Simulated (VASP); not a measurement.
# Hf (P6_3/mmc) in VASP: a series of runs

Hf is run at these levels: BLYP; tasks: single point.

Everything below comes from runs of VASP 6.6.1. Logs are shortened: lines on timing, memory, paths and dates and some standing lists are left out, and cuts for length are marked.

### Step 1. The cell of the first run

The structure is hexagonal, space group P6_3/mmc (No. 194). The conventional cell has a = 3.227 Å, b = 3.227 Å, c = 10.317 Å, α = 90.00°, β = 90.00°, γ = 120.00°. Within 4.2 Å of Hf (site symmetry -3m) lie 12 Hf at 3.18 to 3.23 Å. Within 4.2 Å of Hf (site symmetry -6m2) lie 12 Hf at 3.18 to 3.23 Å.

### Step 2. Single point, BLYP

Contents of INCAR:

```
PREC     = Accurate       # precision mode
ENCUT    = 520            # plane-wave cutoff, eV
EDIFF    = 1E-6           # SCF threshold, eV
ISMEAR   = -1             # smearing method
SIGMA    = 0.1            # smearing width, eV
LREAL    = False          # projectors in reciprocal space
LASPH    = True           # aspherical terms in the spheres
NELM     = 100            # most SCF steps
ALGO     = Normal         # electronic algorithm
ISIF     = 2              # what is computed and relaxed
LWAVE    = False          # write WAVECAR
LCHARG   = False          # write CHGCAR
GGA      = B5             # functional
ALDAX    = 1.0          
AGGAX    = 1.0          
AGGAC    = 1.0          
ALDAC    = 0.0          
NBANDS   = 28             # bands
```

Contents of KPOINTS:

```
Automatic mesh
0
Gamma
  11 11 3
```

Contents of POSCAR:

```
Hf
1.0
    3.2273771963      0.0000000000      0.0000000000
   -1.6136885981      2.7949906396      0.0000000000
    0.0000000000      0.0000000000     10.3168723984
Hf
4
Direct
    0.0000000000      1.0000000000      0.0000000000
    0.0000000000      1.0000000000      0.5000000000
    0.3333333333      0.6666666667      0.2500000000
    0.6666666667      0.3333333333      0.7500000000
```

Potentials or basis: VASP PAW PBE potentials, release 64 (Hf_pv).

Started as:

```console
> cat potpaw_PBE.64/Hf_pv/POTCAR > POTCAR
> mpirun -np 1 vasp_std > vasp.out
```

OUTCAR:

```text
PREC = Accurate
   ENCUT = 520
   EDIFF = 1E-6
   ISMEAR = -1
   LREAL = False
   LASPH = True
   NELM = 100
   ISIF = 2
   GGA = B5

 ion  position               nearest neighbor table
   1  0.000  0.000  0.000-   3 3.18   4 3.18   3 3.18   4 3.18   4 3.18   3 3.18
   2  0.000  0.000  0.500-   3 3.18   4 3.18   3 3.18   4 3.18   4 3.18   3 3.18
   3  0.333  0.667  0.250-   1 3.18   2 3.18   1 3.18   2 3.18   1 3.18   2 3.18
   4  0.667  0.333  0.750-   1 3.18   2 3.18   1 3.18   2 3.18   1 3.18   2 3.18

  LATTYP: Found a hexagonal cell.
 ALAT       =     3.2273771963
 C/A-ratio  =     3.1966738844

  Lattice vectors:

 A1 = (   3.2273771963,   0.0000000000,   0.0000000000)
 A2 = (  -1.6136885981,   2.7949906396,   0.0000000000)
 A3 = (   0.0000000000,   0.0000000000,  10.3168723984)

Analysis of symmetry for initial positions (statically):
=====================================================================
 Subroutine PRICEL returns:
 Original cell was already a primitive cell.

 Routine SETGRP: Setting up the symmetry group for a
 hexagonal supercell.

 Subroutine GETGRP returns: Found 24 space group operations
 (whereof 12 operations were pure point group operations)
 out of a pool of 24 trial point group operations.

The static configuration has the point symmetry D_3d.
 The point group associated with its full space group is D_6h.

Analysis of symmetry for dynamics (positions and initial velocities):
=====================================================================
 Subroutine PRICEL returns:
 Original cell was already a primitive cell.

 Routine SETGRP: Setting up the symmetry group for a
 hexagonal supercell.

 Subroutine GETGRP returns: Found 24 space group operations
 (whereof 12 operations were pure point group operations)
 out of a pool of 24 trial point group operations.

The dynamic configuration has the point symmetry D_3d.
 The point group associated with its full space group is D_6h.

 Subroutine INISYM returns: Found 24 space group operations
 (whereof 12 operations are pure point group operations),
 and found     1 'primitive' translations

----------------------------------------------------------------------------------------

                                     Primitive cell

  volume of cell :      93.0632

  direct lattice vectors                    reciprocal lattice vectors
     3.227377196  0.000000000  0.000000000     0.309849125  0.178891476  0.000000000
[... 90 lines left out ...]
   EDIFF  = 0.1E-05   stopping-criterion for ELM
   LREAL  =      F    real-space projection
   EDIFFG = 0.1E-04   stopping-criterion for IOM
   NSW    =      0    number of steps for IOM
   IBRION =     -1    ionic relax: 0-MD 1-quasi-New 2-CG
   NFREE  =      0    steps in history (QN), initial steepest desc. (CG)
   ISIF   =      2    stress and relaxation
   ISYM   =      2    0-nonsym 1-usesym 2-fastsym
   POTIM  = 0.5000    time-step for ionic-motion
   TEBEG  =    0.0;   TEEND  =   0.0 temperature during run
   PSTRESS=    0.0 pullay stress
   NELECT =      40.0000    total number of electrons
   NUPDOWN=      -1.0000    fix difference up-down
   EMIN   =  10.00;   EMAX   =-10.00  energy-range for DOS
   EFERMI =   0.00;   METHOD = LEGACY
   ISMEAR =    -1;   SIGMA  =   0.10  broadening in eV -4-tet -1-fermi 0-gaus
   EFERMI_NEDOS =   21; number of points for ismear=-14 and -15
   IALGO  =     38    algorithm
   IMIX   =      4    mixing-type and parameters
     AMIX     =   0.40;   BMIX     =  1.00
     AMIX_MAG =   1.60;   BMIX_MAG =  1.00
  volume/ion in A,a.u.               =      23.27       157.01
  Fermi-wavevector in a.u.,A,eV,Ry     =   1.235479  2.334717 20.768054  1.526409
  Thomas-Fermi vector in A             =   2.370127
   LORBIT       =      0    0 simple, 1 ext, 2 COOP (PROOUT), +10 PAW based schemes
   GGA     = B5    functional components
   LHFCALC =     F    Hartree Fock is set to
   AEXX    =    0.0000 exact exchange contribution
   IVDW    =     0    specifies the selected vdW correction
   LEPSILON=     F    determine dielectric tensor
   LRPA    =     F    only Hartree local field effects (RPA)
 non-spin polarized calculation
  energy-cutoff  :      520.00
  volume of cell :       93.06
 maximum number of plane-waves:      2542
   NGX = 13   NGY = 13   NGZ = 39

 number of electron      40.0000012 magnetization

 Free energy of the ion-electron system (eV)
  ---------------------------------------------------
  ext. energy  EPLUGINS =         0.00000000
  ---------------------------------------------------
  free energy    TOTEN  =       -34.36724643 eV

  energy without entropy =      -34.18360494  energy(sigma->0) =      -34.27542568

 E-fermi :   5.0574     XC(G=0): -10.5342

 val. band max:        5.0502551153   @ k =   0.2727   0.1818   0.0000
 cond. band min:       5.0636483998   @ k =   0.3636   0.2727   0.3333
 fundamental gap:      0.0133932845
 Fermi energy:         5.0573660874

 k-point     1 :       0.0000    0.0000    0.0000
  band No.  band energies     occupation
      1     -25.8472      2.00000
      2     -25.5027      2.00000
      3     -25.4592      2.00000
      4     -25.2100      2.00000
      5     -25.2100      2.00000
      6     -25.1714      2.00000
[... 733 lines left out ...]
     27       7.4725      0.00000
     28       7.6667      0.00000

 [... further k-points ...]

------------------------ aborting loop because EDIFF is reached ----------------------------------------

  FORCE on cell =-STRESS in cart. coord.  units (eV):
  Direction    XX          YY          ZZ          XY          YZ          ZX
  --------------------------------------------------------------------------------------
  -------------------------------------------------------------------------------------
  Total        0.0043701      0.0043701     -0.0119664      0.0000000     -0.0000000      0.0000000
  in kB        0.0752358      0.0752358     -0.2060142      0.0000000     -0.0000000      0.0000000
  external PRESSURE =      -0.0185142 kB  Pullay stress =       0.0000000 kB

 VOLUME and BASIS-vectors are now :
 -----------------------------------------------------------------------------
  energy-cutoff  :      520.00
  volume of cell :       93.06
      direct lattice vectors                 reciprocal lattice vectors
     3.227377196  0.000000000  0.000000000     0.309849125  0.178891476  0.000000000
    -1.613688598  2.794990640  0.000000000     0.000000000  0.357782951  0.000000000
     0.000000000  0.000000000 10.316872398     0.000000000  0.000000000  0.096928600

 POSITION                                       TOTAL-FORCE (eV/Angst)
 -----------------------------------------------------------------------------------
      0.00000      0.00000      0.00000        -0.000000      0.000000     -0.000000
      0.00000      0.00000      5.15844        -0.000000      0.000000     -0.000000
     -0.00000      1.86333      2.57922         0.000000     -0.000000      0.000000
      1.61369      0.93166      7.73765        -0.000000      0.000000      0.000000
 -----------------------------------------------------------------------------------
    total drift:                               -0.000000      0.000000     -0.000000

  FREE ENERGIE OF THE ION-ELECTRON SYSTEM (eV)
  ---------------------------------------------------
  free  energy   TOTEN  =       -34.3672464284 eV

  energy  without entropy=      -34.1836049403  energy(sigma->0) =      -34.27542568
```

It took 40 s on 1 thread of Intel Xeon 6975P-C (Granite Rapids), shared host; peak memory 0.23 GiB.

What came out:

| Item | Value |
| --- | --- |
| Free energy | -34.3672 eV |
| Pressure | 0.0 GPa |
| Band gap on the k mesh | zero (bands 20 and 21 overlap by 1.46 eV) |

Levels at points of the mesh, in eV from the Fermi level:
| k point | band 17 | band 18 | band 19 | band 20 | band 21 | band 22 | band 23 | band 24 |
| --- | --- | --- | --- | --- | --- | --- | --- | --- |
| (0.00, 0.00, 0.00) | 0.14 | 0.18 | 0.78 | 0.96 | 0.96 | 1.06 | 1.06 | 1.38 |

Caveat: the PAW data sets were made with another functional, which shifts forces and pressure a little; spin-orbit coupling is left out, which moves the levels of the heavy elements.

### Step 3. Single point, BLYP (20.47 Å³/atom)

This run uses another cell than the first one, of 20.47 Å³/atom.

Contents of INCAR:

```
SYSTEM = Hf
AGGAC = 1.0
AGGAX = 1.0
ALDAC = 0.0
ALDAX = 1.0
ALGO = Normal
EDIFF = 1E-7
ENCUT = 520
GGA = B5
ISIF = 2
ISMEAR = -1
LASPH = .TRUE.
LCHARG = .TRUE.
LELF = .TRUE.
LREAL = .FALSE.
LVHAR = .TRUE.
LWAVE = .FALSE.
NBANDS = 28
NELM = 100
PREC = Accurate
SIGMA = 0.1
```

Contents of KPOINTS:

```
k-points
0
G
  13 13 4
  0 0 0
```

Contents of POSCAR:

```
Hf
1.0
    3.0927438369      0.0000000000      0.0000000000
   -1.5463719184      2.6783947302      0.0000000000
    0.0000000000      0.0000000000      9.8864934545
Hf
4
Direct
    0.0000000000      1.0000000000      0.0000000000
    0.0000000000      1.0000000000      0.5000000000
    0.3333333333      0.6666666667      0.2500000000
    0.6666666667      0.3333333333      0.7500000000
```

Potentials or basis: VASP PAW PBE potentials, release 64 (Hf_pv).

Started as:

```console
> cat potpaw_PBE.64/Hf_pv/POTCAR > POTCAR
> mpirun -np 1 vasp_std > vasp.out
```

OUTCAR:

```text
SYSTEM = Hf
   EDIFF = 1E-7
   ENCUT = 520
   GGA = B5
   ISIF = 2
   ISMEAR = -1
   LASPH = .TRUE.
   LREAL = .FALSE.
   NELM = 100
   PREC = Accurate

 ion  position               nearest neighbor table
   1  0.000  0.000  0.000-   3 3.05   4 3.05   4 3.05   3 3.05   4 3.05   3 3.05
   2  0.000  0.000  0.500-   3 3.05   4 3.05   4 3.05   3 3.05   4 3.05   3 3.05
   3  0.333  0.667  0.250-   1 3.05   2 3.05   1 3.05   2 3.05   1 3.05   2 3.05
   4  0.667  0.333  0.750-   1 3.05   2 3.05   1 3.05   2 3.05   1 3.05   2 3.05

  LATTYP: Found a hexagonal cell.
 ALAT       =     3.0927438369
 C/A-ratio  =     3.1966738844

  Lattice vectors:

 A1 = (   3.0927438369,   0.0000000000,   0.0000000000)
 A2 = (  -1.5463719184,   2.6783947302,   0.0000000000)
 A3 = (   0.0000000000,   0.0000000000,   9.8864934545)

Analysis of symmetry for initial positions (statically):
=====================================================================
 Subroutine PRICEL returns:
 Original cell was already a primitive cell.

 Routine SETGRP: Setting up the symmetry group for a
 hexagonal supercell.

 Subroutine GETGRP returns: Found 24 space group operations
 (whereof 12 operations were pure point group operations)
 out of a pool of 24 trial point group operations.

The static configuration has the point symmetry D_3d.
 The point group associated with its full space group is D_6h.

Analysis of symmetry for dynamics (positions and initial velocities):
=====================================================================
 Subroutine PRICEL returns:
 Original cell was already a primitive cell.

 Routine SETGRP: Setting up the symmetry group for a
 hexagonal supercell.

 Subroutine GETGRP returns: Found 24 space group operations
 (whereof 12 operations were pure point group operations)
 out of a pool of 24 trial point group operations.

The dynamic configuration has the point symmetry D_3d.
 The point group associated with its full space group is D_6h.

 Subroutine INISYM returns: Found 24 space group operations
[... 121 lines left out ...]
     AMIX_MAG =   1.60;   BMIX_MAG =  1.00
  volume/ion in A,a.u.               =      20.47       138.16
  Fermi-wavevector in a.u.,A,eV,Ry     =   1.289262  2.436352 22.615561  1.662197
  Thomas-Fermi vector in A             =   2.421166
   LORBIT       =      0    0 simple, 1 ext, 2 COOP (PROOUT), +10 PAW based schemes
   GGA     = B5    functional components
   LHFCALC =     F    Hartree Fock is set to
   AEXX    =    0.0000 exact exchange contribution
   IVDW    =     0    specifies the selected vdW correction
   LEPSILON=     F    determine dielectric tensor
   LRPA    =     F    only Hartree local field effects (RPA)
 non-spin polarized calculation
  energy-cutoff  :      520.00
  volume of cell :       81.90
 maximum number of plane-waves:      2228
 NGX is ok and might be reduce to    24
   NGX = 11   NGY = 11   NGZ = 37

 number of electron      40.0000002 magnetization

 Free energy of the ion-electron system (eV)
  ---------------------------------------------------
  ext. energy  EPLUGINS =         0.00000000
  ---------------------------------------------------
  free energy    TOTEN  =       -33.85955133 eV

  energy without entropy =      -33.68474239  energy(sigma->0) =      -33.77214686

 E-fermi :   5.9722     XC(G=0): -11.1040

 val. band max:        5.9701480722   @ k =   0.3077   0.1538   0.0000
 cond. band min:       5.9799489480   @ k =   0.3846   0.0769   0.0000
 fundamental gap:      0.0098008759
 Fermi energy:         5.9721595313

 k-point     1 :       0.0000    0.0000    0.0000
  band No.  band energies     occupation
      1     -24.8740      2.00000
      2     -24.3358      2.00000
      3     -24.3099      2.00000
      4     -23.8997      2.00000
      5     -23.8997      2.00000
      6     -23.8421      2.00000
[... 733 lines left out ...]
     27       8.0292      0.00000
     28       8.2409      0.00000

 [... further k-points ...]

------------------------ aborting loop because EDIFF is reached ----------------------------------------

  FORCE on cell =-STRESS in cart. coord.  units (eV):
  Direction    XX          YY          ZZ          XY          YZ          ZX
  --------------------------------------------------------------------------------------
  -------------------------------------------------------------------------------------
  Total        8.0249555      8.0249555      8.3561902      0.0000000      0.0000000      0.0000000
  in kB      156.9973787    156.9973787    163.4775355      0.0000000      0.0000000      0.0000000
  external PRESSURE =     159.1574310 kB  Pullay stress =       0.0000000 kB

 VOLUME and BASIS-vectors are now :
 -----------------------------------------------------------------------------
  energy-cutoff  :      520.00
  volume of cell :       81.90
      direct lattice vectors                 reciprocal lattice vectors
     3.092743837  0.000000000  0.000000000     0.323337480  0.186678981  0.000000000
    -1.546371918  2.678394730  0.000000000     0.000000000  0.373357963  0.000000000
     0.000000000  0.000000000  9.886493455     0.000000000  0.000000000  0.101148097

 POSITION                                       TOTAL-FORCE (eV/Angst)
 -----------------------------------------------------------------------------------
      0.00000      0.00000      0.00000         0.000000      0.000000     -0.000000
      0.00000      0.00000      4.94325         0.000000      0.000000     -0.000000
     -0.00000      1.78560      2.47162        -0.000000     -0.000000      0.000000
      1.54637      0.89280      7.41487         0.000000      0.000000     -0.000000
 -----------------------------------------------------------------------------------
    total drift:                               -0.000000      0.000000     -0.000000

  FREE ENERGIE OF THE ION-ELECTRON SYSTEM (eV)
  ---------------------------------------------------
  free  energy   TOTEN  =       -33.8595513345 eV

  energy  without entropy=      -33.6847423927  energy(sigma->0) =      -33.77214686
```

OSZICAR:

```text
N       E                     dE             d eps       ncg     rms          rms(c)
DAV:   1     0.156404074529E+03    0.15640E+03   -0.22286E+04  3536   0.138E+03
DAV:   2    -0.265977661978E+02   -0.18300E+03   -0.17753E+03  4208   0.332E+02
DAV:   3    -0.347588560649E+02   -0.81611E+01   -0.78144E+01  4620   0.434E+01
DAV:   4    -0.349246255882E+02   -0.16577E+00   -0.16449E+00  4304   0.608E+00
DAV:   5    -0.349273888447E+02   -0.27633E-02   -0.27615E-02  4324   0.728E-01    0.932E+01
DAV:   6    -0.341255302662E+02    0.80186E+00   -0.78593E-01  3872   0.516E+00    0.546E+01
DAV:   7    -0.338879117235E+02    0.23762E+00   -0.13600E+00  3692   0.670E+00    0.366E+00
DAV:   8    -0.338673747896E+02    0.20537E-01   -0.21805E-01  4484   0.254E+00    0.274E+00
DAV:   9    -0.338596807027E+02    0.76941E-02   -0.60918E-02  4148   0.137E+00    0.131E+00
DAV:  10    -0.338595999158E+02    0.80787E-04   -0.38427E-03  4188   0.344E-01    0.291E-01
DAV:  11    -0.338595447391E+02    0.55177E-04   -0.16254E-04  4288   0.736E-02    0.775E-02
DAV:  12    -0.338595510462E+02   -0.63071E-05   -0.62385E-05  3884   0.490E-02    0.438E-02
DAV:  13    -0.338595510079E+02    0.38308E-07   -0.56117E-06  4432   0.146E-02    0.203E-02
DAV:  14    -0.338595513014E+02   -0.29345E-06   -0.83216E-07  4092   0.495E-03    0.395E-03
DAV:  15    -0.338595513345E+02   -0.33114E-07   -0.13122E-07  2316   0.244E-03
   1 F= -.33859551E+02 E0= -.33772147E+02  d E =-.174809E+00
```

stdout:

```text
POSCAR found type information on POSCAR Hf
 POSCAR found :  1 types and       4 ions
 scaLAPACK will be used
 -----------------------------------------------------------------------------
|                                                                             |
|                                                                             |
|     You enforced a specific xc type in the INCAR file but a different       |
|     I HOPE YOU KNOW WHAT YOU ARE DOING!                                     |
|                                                                             |
 -----------------------------------------------------------------------------

 LDA part: xc-table for (Slater(with rela. corr.)+VWN5), standard interpolation
 POSCAR, INCAR and KPOINTS ok, starting setup
 FFT: planning ... GRIDC
 FFT: planning ... GRID_SOFT
 FFT: planning ... GRID
 WAVECAR not read
 entering main loop
```

It took 65 s on 1 thread of Intel Xeon 6975P-C (Granite Rapids), shared host; peak memory 0.27 GiB.

What came out:

```
Free energy            : -33.8596 eV
Pressure               : 15.9 GPa
Band gap on the k mesh : zero (bands 20 and 21 overlap by 1.59 eV)
```

Caveat: the cell stands under pressure; the PAW data sets were made with another functional, which shifts forces and pressure a little; spin-orbit coupling is left out, which moves the levels of the heavy elements.
